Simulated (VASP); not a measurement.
# Sc2GaSbAs2 (P-4m2) in VASP: a series of runs

Runs on Sc2GaSbAs2. Level: PBE. Tasks: single point.

Everything below comes from runs of VASP 6.6.1. Logs are shortened: lines on timing, memory, paths and dates and some standing lists are left out, and cuts for length are marked.

### Step 1. The cell of the first run

Symmetry: P-4m2, No. 115, tetragonal system. The conventional cell has a = 3.995 Å, b = 3.995 Å, c = 7.887 Å, α = 90.00°, β = 90.00°, γ = 90.00°. Within 3.6 Å of Sc (site symmetry 2mm) lie 5 As at 2.72 to 2.83 Å and 2 Ga at 3.23 Å and 2 Sb at 3.23 Å. Ga (site symmetry -4m2) has 4 Sb at 2.83 Å and 4 Sc at 3.23 Å and 4 As at 3.30 Å within 3.7 Å. Within 3.7 Å of Sb (site symmetry -4m2) lie 4 Ga at 2.83 Å and 4 Sc at 3.23 Å and 4 As at 3.30 Å. Within 3.6 Å of As (site symmetry 2mm) lie 5 Sc at 2.72 to 2.83 Å and 2 Ga at 3.30 Å and 2 Sb at 3.30 Å.

### Step 2. Single point, PBE

Contents of INCAR:

```
SYSTEM = Sc2GaSbAs2
PREC = Accurate ; ENCUT = 520
EDIFF = 1E-6 ; ISMEAR = 0
SIGMA = 0.1 ; LREAL = .FALSE.
LASPH = .TRUE. ; NELM = 80
ALGO = Normal ; ISIF = 2
LWAVE = .FALSE. ; LCHARG = .TRUE.
GGA = PE ; LELF = .TRUE.
LVHAR = .TRUE. ; NBANDS = 34
```

Contents of KPOINTS:

```
Automatic mesh
0
G
  4 4 4
  0 0 0
```

Contents of POSCAR:

```
Sc2GaSbAs2
1.0
    3.9952396683      0.0000000000      0.0000000000
    0.0000000000      3.9952396683      0.0000000000
    0.0000000000      0.0000000000      7.8866143115
Sc Ga Sb As
2 1 1 2
Direct
    0.5000000000      0.0000000000      0.3220336267
    0.0000000000      0.5000000000      0.6779663733
    0.0000000000      0.0000000000      0.0000000000
    0.5000000000      0.5000000000      0.0000000000
    0.5000000000      0.0000000000      0.6669596454
    0.0000000000      0.5000000000      0.3330403546
```

Potentials or basis: VASP PAW PBE potentials, release 64 (Sc_sv, Ga_d, Sb, As).

Launch:

```sh
$ cat potpaw_PBE.64/Sc_sv/POTCAR potpaw_PBE.64/Ga_d/POTCAR potpaw_PBE.64/Sb/POTCAR potpaw_PBE.64/As/POTCAR > POTCAR
$ mpirun -np 1 vasp_std > vasp.out
```

OUTCAR:

```text
SYSTEM = Sc2GaSbAs2
   PREC = Accurate
   ENCUT = 520
   EDIFF = 1E-6
   ISMEAR = 0
   LREAL = .FALSE.
   LASPH = .TRUE.
   NELM = 80
   ISIF = 2
   GGA = PE

 ion  position               nearest neighbor table
   1  0.500  0.000  0.322-   5 2.72   6 2.83   6 2.83   6 2.83   6 2.83   4 3.23   4 3.23
   2  0.000  0.500  0.678-   6 2.72   5 2.83   5 2.83   5 2.83   5 2.83   4 3.23   4 3.23
   3  0.000  0.000  0.000-   4 2.83   4 2.83   4 2.83   4 2.83
   4  0.500  0.500  0.000-   3 2.83   3 2.83   3 2.83   3 2.83   2 3.23   2 3.23   1 3.23   1 3.23
                             5 3.30   6 3.30   6 3.30   5 3.30
   5  0.500  0.000  0.667-   1 2.72   2 2.83   2 2.83   2 2.83   2 2.83   4 3.30   4 3.30
   6  0.000  0.500  0.333-   2 2.72   1 2.83   1 2.83   1 2.83   1 2.83   4 3.30   4 3.30

  LATTYP: Found a simple tetragonal cell.
 ALAT       =     3.9952396683
 C/A-ratio  =     1.9740028049

  Lattice vectors:

 A1 = (   3.9952396683,   0.0000000000,   0.0000000000)
 A2 = (   0.0000000000,   3.9952396683,   0.0000000000)
 A3 = (   0.0000000000,   0.0000000000,   7.8866143115)

Analysis of symmetry for initial positions (statically):
=====================================================================
 Subroutine PRICEL returns:
 Original cell was already a primitive cell.

 Routine SETGRP: Setting up the symmetry group for a
 simple tetragonal supercell.

 Subroutine GETGRP returns: Found  8 space group operations
 (whereof  8 operations were pure point group operations)
 out of a pool of 16 trial point group operations.

The static configuration has the point symmetry D_2d.

Analysis of symmetry for dynamics (positions and initial velocities):
=====================================================================
 Subroutine PRICEL returns:
 Original cell was already a primitive cell.

 Routine SETGRP: Setting up the symmetry group for a
 simple tetragonal supercell.

 Subroutine GETGRP returns: Found  8 space group operations
 (whereof  8 operations were pure point group operations)
 out of a pool of 16 trial point group operations.

The dynamic configuration has the point symmetry D_2d.

 Subroutine INISYM returns: Found  8 space group operations
 (whereof  8 operations are pure point group operations),
 and found     1 'primitive' translations

----------------------------------------------------------------------------------------

                                     Primitive cell

  volume of cell :     125.8857

  direct lattice vectors                    reciprocal lattice vectors
     3.995239668  0.000000000  0.000000000     0.250297875  0.000000000  0.000000000
     0.000000000  3.995239668  0.000000000     0.000000000  0.250297875  0.000000000
     0.000000000  0.000000000  7.886614311     0.000000000  0.000000000  0.126797122

  length of vectors
     3.995239668  3.995239668  7.886614311     0.250297875  0.250297875  0.126797122

  position of ions in fractional coordinates (direct lattice)
     0.500000000  0.000000000  0.322033627
     0.000000000  0.500000000  0.677966373
     0.000000000  0.000000000  0.000000000
     0.500000000  0.500000000  0.000000000
     0.500000000  0.000000000  0.666959645
     0.000000000  0.500000000  0.333040355

  ion indices of the primitive-cell ions
   primitive index   ion index
                 1           1
                 2           2
                 3           3
                 4           4
                 5           5
                 6           6

----------------------------------------------------------------------------------------

 KPOINTS: Automatic mesh

Automatic generation of k-mesh.
 Grid dimensions read from file:
 generate k-points for:    4    4    4

 Generating k-lattice:

  Cartesian coordinates                     Fractional coordinates (reciprocal lattice)
     0.062574469  0.000000000  0.000000000     0.250000000  0.000000000  0.000000000
     0.000000000  0.062574469  0.000000000     0.000000000  0.250000000  0.000000000
     0.000000000  0.000000000  0.031699281     0.000000000  0.000000000  0.250000000

  Length of vectors
     0.062574469  0.062574469  0.031699281

  Shift w.r.t. Gamma in fractional coordinates (k-lattice)
     0.000000000  0.000000000  0.000000000

 Subroutine IBZKPT returns following result:
 ===========================================

 Found     18 irreducible k-points:

 Following reciprocal coordinates:
            Coordinates               Weight
  0.000000  0.000000  0.000000      1.000000
  0.250000  0.000000  0.000000      4.000000
  0.500000  0.000000  0.000000      2.000000
  0.250000  0.250000  0.000000      4.000000
  0.500000  0.250000  0.000000      4.000000
  0.500000  0.500000  0.000000      1.000000
[... 10 lines left out ...]
  0.500000  0.250000  0.500000      4.000000
  0.500000  0.500000  0.500000      1.000000
   k-points           NKPTS =     18   k-points in BZ     NKDIM =     18   number of bands    NBANDS=     34
   number of dos      NEDOS =    301   number of ions     NIONS =      6
   total plane-waves  NPLWV =  54000
   dimension x,y,z NGX =    30 NGY =   30 NGZ =   60
   dimension x,y,z NGXF=    60 NGYF=   60 NGZF=  120
   ions per type =               2   1   1   2
   NGX,Y,Z   is equivalent  to a cutoff of  12.48, 12.48, 12.65 a.u.
   NGXF,Y,Z  is equivalent  to a cutoff of  24.97, 24.97, 25.30 a.u.
 SYSTEM =  Sc2GaSbAs2
   PREC   = accura    normal or accurate (medium, high low for compatibility)
   ISTART =      0    job   : 0-new  1-cont  2-samecut
   ICHARG =      2    charge: 1-file 2-atom 10-const
   ISPIN  =      1    spin polarized calculation?
   LNONCOLLINEAR =      F non collinear calculations
   LSORBIT =      F    spin-orbit coupling
   LASPH  =      T    aspherical Exc in radial PAW
   ENCUT  =  520.0 eV  38.22 Ry    6.18 a.u.   7.43  7.43 14.66*2*pi/ulx,y,z
   NELM   =     80;   NELMIN=  2; NELMDL= -5     # of ELM steps
   EDIFF  = 0.1E-05   stopping-criterion for ELM
   LREAL  =      F    real-space projection
   EDIFFG = 0.1E-04   stopping-criterion for IOM
   NSW    =      0    number of steps for IOM
   IBRION =     -1    ionic relax: 0-MD 1-quasi-New 2-CG
   NFREE  =      0    steps in history (QN), initial steepest desc. (CG)
   ISIF   =      2    stress and relaxation
   ISYM   =      2    0-nonsym 1-usesym 2-fastsym
   POTIM  = 0.5000    time-step for ionic-motion
   TEBEG  =    0.0;   TEEND  =   0.0 temperature during run
   PSTRESS=    0.0 pullay stress
   NELECT =      50.0000    total number of electrons
   NUPDOWN=      -1.0000    fix difference up-down
   EMIN   =  10.00;   EMAX   =-10.00  energy-range for DOS
   EFERMI =   0.00;   METHOD = LEGACY
   ISMEAR =     0;   SIGMA  =   0.10  broadening in eV -4-tet -1-fermi 0-gaus
   EFERMI_NEDOS =   21; number of points for ismear=-14 and -15
   IALGO  =     38    algorithm
   IMIX   =      4    mixing-type and parameters
     AMIX     =   0.40;   BMIX     =  1.00
     AMIX_MAG =   1.60;   BMIX_MAG =  1.00
  volume/ion in A,a.u.               =      20.98       141.59
  Fermi-wavevector in a.u.,A,eV,Ry     =   1.203389  2.274076 19.703213  1.448145
  Thomas-Fermi vector in A             =   2.339144
   LORBIT       =      0    0 simple, 1 ext, 2 COOP (PROOUT), +10 PAW based schemes
   GGA     = PE    functional components
   LHFCALC =     F    Hartree Fock is set to
   AEXX    =    0.0000 exact exchange contribution
   IVDW    =     0    specifies the selected vdW correction
   LEPSILON=     F    determine dielectric tensor
   LRPA    =     F    only Hartree local field effects (RPA)
 non-spin polarized calculation
 Gauss-broadening in eV      SIGMA  =   0.10
  energy-cutoff  :      520.00
  volume of cell :      125.89
 maximum number of plane-waves:      3421
 NGX is ok and might be reduce to    30
   NGX = 15   NGY = 15   NGZ = 29

 number of electron      50.0000002 magnetization

 Free energy of the ion-electron system (eV)
  ---------------------------------------------------
  ext. energy  EPLUGINS =         0.00000000
  ---------------------------------------------------
  free energy    TOTEN  =       -32.97484630 eV

  energy without entropy =      -32.94646478  energy(sigma->0) =      -32.96065554

 E-fermi :   6.1752     XC(G=0): -10.5258

 val. band max:        6.1469417255   @ k =   0.2500   0.2500   0.2500
 cond. band min:       6.1835080849   @ k =   0.5000   0.2500   0.2500
 fundamental gap:      0.0365663595
 Fermi energy:         6.1751611632

 k-point     1 :       0.0000    0.0000    0.0000
  band No.  band energies     occupation
      1     -43.7574      2.00000
      2     -43.7541      2.00000
      3     -22.4214      2.00000
      4     -22.3920      2.00000
      5     -22.3915      2.00000
      6     -22.3915      2.00000
[... 26 lines left out ...]
     33       8.2616      0.00000
     34       8.5316      0.00000

 k-point     2 :       0.2500    0.0000    0.0000
  band No.  band energies     occupation
      1     -43.7561      2.00000
      2     -43.7538      2.00000
      3     -22.4204      2.00000
      4     -22.4092      2.00000
      5     -22.3914      2.00000
      6     -22.3884      2.00000
[... 26 lines left out ...]
     33       8.9542      0.00000
     34       9.4213      0.00000

 k-point     3 :       0.5000    0.0000    0.0000
  band No.  band energies     occupation
      1     -43.7543      2.00000
      2     -43.7543      2.00000
      3     -22.4314      2.00000
      4     -22.4127      2.00000
      5     -22.3958      2.00000
      6     -22.3853      2.00000
[... 26 lines left out ...]
     33       8.5807      0.00000
     34       8.7475      0.00000
[... 482 lines left out ...]
 k-point    17 :       0.5000    0.2500    0.5000
  band No.  band energies     occupation
      1     -43.7535      2.00000
      2     -43.7535      2.00000
      3     -22.4264      2.00000
      4     -22.4076      2.00000
      5     -22.4016      2.00000
      6     -22.3958      2.00000
[... 26 lines left out ...]
     33       8.7762      0.00000
     34       9.1383      0.00000

 k-point    18 :       0.5000    0.5000    0.5000
  band No.  band energies     occupation
      1     -43.7527      2.00000
      2     -43.7527      2.00000
      3     -22.4254      2.00000
      4     -22.4090      2.00000
      5     -22.4007      2.00000
      6     -22.4007      2.00000
[... 26 lines left out ...]
     33       8.6911      0.00000
     34       8.8214      0.00000

------------------------ aborting loop because EDIFF is reached ----------------------------------------

  FORCE on cell =-STRESS in cart. coord.  units (eV):
  Direction    XX          YY          ZZ          XY          YZ          ZX
  --------------------------------------------------------------------------------------
  -------------------------------------------------------------------------------------
  Total        0.1124747      0.1124747      0.0963635      0.0000000      0.0000000      0.0000000
  in kB        1.4314928      1.4314928      1.2264418      0.0000000      0.0000000      0.0000000
  external PRESSURE =       1.3631425 kB  Pullay stress =       0.0000000 kB

 VOLUME and BASIS-vectors are now :
 -----------------------------------------------------------------------------
  energy-cutoff  :      520.00
  volume of cell :      125.89
      direct lattice vectors                 reciprocal lattice vectors
     3.995239668  0.000000000  0.000000000     0.250297875  0.000000000  0.000000000
     0.000000000  3.995239668  0.000000000     0.000000000  0.250297875  0.000000000
     0.000000000  0.000000000  7.886614311     0.000000000  0.000000000  0.126797122

 POSITION                                       TOTAL-FORCE (eV/Angst)
 -----------------------------------------------------------------------------------
      1.99762      0.00000      2.53976        -0.000000     -0.000000     -0.006212
      0.00000      1.99762      5.34686         0.000000     -0.000000      0.006212
      0.00000      0.00000      0.00000         0.000000     -0.000000      0.000000
      1.99762      1.99762      0.00000         0.000000      0.000000      0.000000
      1.99762      0.00000      5.26005         0.000000      0.000000     -0.000352
      0.00000      1.99762      2.62656         0.000000     -0.000000      0.000352
 -----------------------------------------------------------------------------------
    total drift:                                0.000000      0.000000      0.000000

  FREE ENERGIE OF THE ION-ELECTRON SYSTEM (eV)
  ---------------------------------------------------
  free  energy   TOTEN  =       -32.9748462997 eV

  energy  without entropy=      -32.9464647827  energy(sigma->0) =      -32.96065554
```

Wall time 92 s (1 thread of Intel Xeon Platinum 8375C at 2.90GHz (Ice Lake), shared host); peak memory 0.27 GiB.

What came out:

```
Free energy            : -32.9748 eV
Pressure               : 0.1 GPa
Largest force          : 0.006 eV/Å
Band gap on the k mesh : zero (band 25 reaches 6.24 eV, above the bottom of band 26 at 5.25 eV)
```

Forces on the atoms (eV/Å):
```
Sc   0.000  0.000 -0.006
Sc   0.000  0.000  0.006
Ga   0.000  0.000  0.000
Sb   0.000  0.000  0.000
As   0.000  0.000  0.000
As   0.000  0.000  0.000
```

Levels at points of the mesh, in eV from the Fermi level:
| k point | band 23 | band 24 | band 25 | band 26 | band 27 | band 28 |
| --- | --- | --- | --- | --- | --- | --- |
| (0.00, 0.00, 0.00) | -0.97 | -0.42 | -0.42 | -0.36 | 0.25 | 1.21 |
| (0.50, 0.00, 0.00) | -1.83 | -0.22 | 0.03 | 0.86 | 1.06 | 1.71 |
| (0.50, 0.50, 0.00) | -2.98 | -1.77 | -1.77 | 0.72 | 1.13 | 1.24 |
| (0.00, 0.00, 0.50) | -1.23 | -0.71 | -0.37 | 0.61 | 0.61 | 1.00 |
| (0.50, 0.00, 0.50) | -2.15 | -0.19 | 0.05 | 0.40 | 1.15 | 1.96 |
| (0.50, 0.50, 0.50) | -1.56 | -1.20 | -0.97 | -0.92 | -0.92 | 1.97 |

Caveat: the k points lie up to 0.39 Å⁻¹ apart; spin-orbit coupling is left out, which moves the levels of the heavy elements.

### Step 3. Single point, PBE

This run uses another cell than the first one, of 23.93 Å³/atom, 1.141 times its volume.

Contents of INCAR:

```
SYSTEM = Sc2GaSbAs2
  PREC = Accurate
  ENCUT = 520
  EDIFF = 1E-6
  ISMEAR = 0
  SIGMA = 0.1
  LREAL = .FALSE.
  LASPH = .TRUE.
  NELM = 60
  ALGO = Normal
  ISIF = 2
  LWAVE = .FALSE.
  LCHARG = .FALSE.
  GGA = PE
  NBANDS = 34
```

KPOINTS is that of step 2.

Contents of POSCAR:

```
Sc2GaSbAs2
1.0
    4.4147970700      0.0000000000      0.0000000000
    0.0000000000      4.4147970700      0.0000000000
    0.0000000000      0.0000000000      7.3682041900
Sc Ga Sb As
2 1 1 2
Direct
    0.5000000000      0.0000000000      0.3182089900
    0.0000000000      0.5000000000      0.6817910100
    0.0000000000      0.0000000000      0.0000000000
    0.5000000000      0.5000000000      0.0000000000
    0.5000000000      0.0000000000      0.8291289800
    0.0000000000      0.5000000000      0.1708710200
```

Potentials or basis: VASP PAW PBE potentials, release 64 (Sc_sv, Ga_d, Sb, As).

Launch:

```sh
$ cat potpaw_PBE.64/Sc_sv/POTCAR potpaw_PBE.64/Ga_d/POTCAR potpaw_PBE.64/Sb/POTCAR potpaw_PBE.64/As/POTCAR > POTCAR
$ mpirun -np 1 vasp_std > vasp.out
```

OUTCAR:

```text
SYSTEM = Sc2GaSbAs2
   PREC = Accurate
   ENCUT = 520
   EDIFF = 1E-6
   ISMEAR = 0
   LREAL = .FALSE.
   LASPH = .TRUE.
   NELM = 60
   ISIF = 2
   GGA = PE

 ion  position               nearest neighbor table
   1  0.500  0.000  0.318-   4 3.22   4 3.22
   2  0.000  0.500  0.682-   4 3.22   4 3.22
   3  0.000  0.000  0.000-   5 2.54   6 2.54   6 2.54   5 2.54   4 3.12   4 3.12   4 3.12   4 3.12

   4  0.500  0.500  0.000-   5 2.54   6 2.54   5 2.54   6 2.54   3 3.12   3 3.12   3 3.12   3 3.12
                             2 3.22   1 3.22   2 3.22   1 3.22
   5  0.500  0.000  0.829-   3 2.54   4 2.54   4 2.54   3 2.54
   6  0.000  0.500  0.171-   3 2.54   4 2.54   3 2.54   4 2.54
[... 866 lines left out ...]
  Total       11.5502212     11.5502212     -0.0604021      0.0000000      0.0000000     -0.0000000
  in kB      128.8598855    128.8598855     -0.6738749      0.0000000      0.0000000     -0.0000000
  external PRESSURE =      85.6819654 kB  Pullay stress =       0.0000000 kB

 VOLUME and BASIS-vectors are now :
 -----------------------------------------------------------------------------
  energy-cutoff  :      520.00
  volume of cell :      143.61
      direct lattice vectors                 reciprocal lattice vectors
     4.414797070  0.000000000  0.000000000     0.226510978  0.000000000  0.000000000
     0.000000000  4.414797070  0.000000000     0.000000000  0.226510978  0.000000000
     0.000000000  0.000000000  7.368204190     0.000000000  0.000000000  0.135718280

 POSITION                                       TOTAL-FORCE (eV/Angst)
 -----------------------------------------------------------------------------------
      2.20740      0.00000      2.34463         0.000000      0.000000      0.338253
      0.00000      2.20740      5.02358        -0.000000      0.000000     -0.338253
      0.00000      0.00000      0.00000        -0.000000      0.000000      0.000000
      2.20740      2.20740      0.00000        -0.000000     -0.000000      0.000000
      2.20740      0.00000      6.10919        -0.000000      0.000000     -3.328095
      0.00000      2.20740      1.25901        -0.000000      0.000000      3.328095
 -----------------------------------------------------------------------------------
    total drift:                                0.000000      0.000000      0.000000

  FREE ENERGIE OF THE ION-ELECTRON SYSTEM (eV)
  ---------------------------------------------------
  free  energy   TOTEN  =       -26.1768494534 eV

  energy  without entropy=      -26.1423963514  energy(sigma->0) =      -26.15962290
```

OSZICAR:

```text
N       E                     dE             d eps       ncg     rms          rms(c)
DAV:   1     0.645553799129E+03    0.64555E+03   -0.22109E+04  1280   0.163E+03
DAV:   2     0.472676245066E+02   -0.59829E+03   -0.58479E+03  1424   0.558E+02
DAV:   3    -0.257402748766E+02   -0.73008E+02   -0.70490E+02  1882   0.192E+02
DAV:   4    -0.301682007309E+02   -0.44279E+01   -0.43299E+01  1934   0.433E+01
DAV:   5    -0.302970405462E+02   -0.12884E+00   -0.12799E+00  1944   0.753E+00    0.107E+01
DAV:   6    -0.265363537115E+02    0.37607E+01   -0.25148E+01  1952   0.234E+01    0.476E+00
DAV:   7    -0.262502197723E+02    0.28613E+00   -0.32518E+00  2136   0.134E+01    0.288E+00
DAV:   8    -0.262025176105E+02    0.47702E-01   -0.70486E-01  1918   0.536E+00    0.111E+00
DAV:   9    -0.261775143032E+02    0.25003E-01   -0.10329E-01  1846   0.260E+00    0.312E-01
DAV:  10    -0.261770227126E+02    0.49159E-03   -0.68195E-03  1952   0.637E-01    0.179E-01
DAV:  11    -0.261768636392E+02    0.15907E-03   -0.32005E-03  1892   0.380E-01    0.388E-02
DAV:  12    -0.261768526228E+02    0.11016E-04   -0.17745E-04  1944   0.953E-02    0.136E-02
DAV:  13    -0.261768496192E+02    0.30035E-05   -0.18517E-05  1848   0.287E-02    0.538E-03
DAV:  14    -0.261768494534E+02    0.16580E-06   -0.34251E-06  1600   0.121E-02
   1 F= -.26176849E+02 E0= -.26159623E+02  d E =-.344531E-01
```

stdout:

```text
POSCAR found type information on POSCAR ScGaSbAs
 POSCAR found :  4 types and       6 ions
 scaLAPACK will be used
 LDA part: xc-table for (Slater+PW92), standard interpolation
 POSCAR, INCAR and KPOINTS ok, starting setup
 FFT: planning ... GRIDC
 FFT: planning ... GRID_SOFT
 FFT: planning ... GRID
 WAVECAR not read
 entering main loop
```

Wall time 1.7 min (1 thread of Intel Xeon Platinum 8375C at 2.90GHz (Ice Lake), shared host); peak memory 0.31 GiB.

What came out:

```yaml
Free_energy: -26.1768 eV
Pressure: 8.6 GPa
Largest_force: 3.328 eV/Å
Band_gap_on_the_k_mesh: zero (band 25 reaches 5.97 eV, above the bottom of band 26 at 5.47 eV)
```

Forces on the atoms (eV/Å):
```
Sc   0.000  0.000  0.338
Sc   0.000  0.000 -0.338
Ga   0.000  0.000  0.000
Sb   0.000  0.000  0.000
As   0.000  0.000 -3.328
As   0.000  0.000  3.328
```

Caveat: spin-orbit coupling is left out, which moves the levels of the heavy elements; forces of over 1 eV/Å act on the atoms, so gaps and moduli don't describe the material at rest.
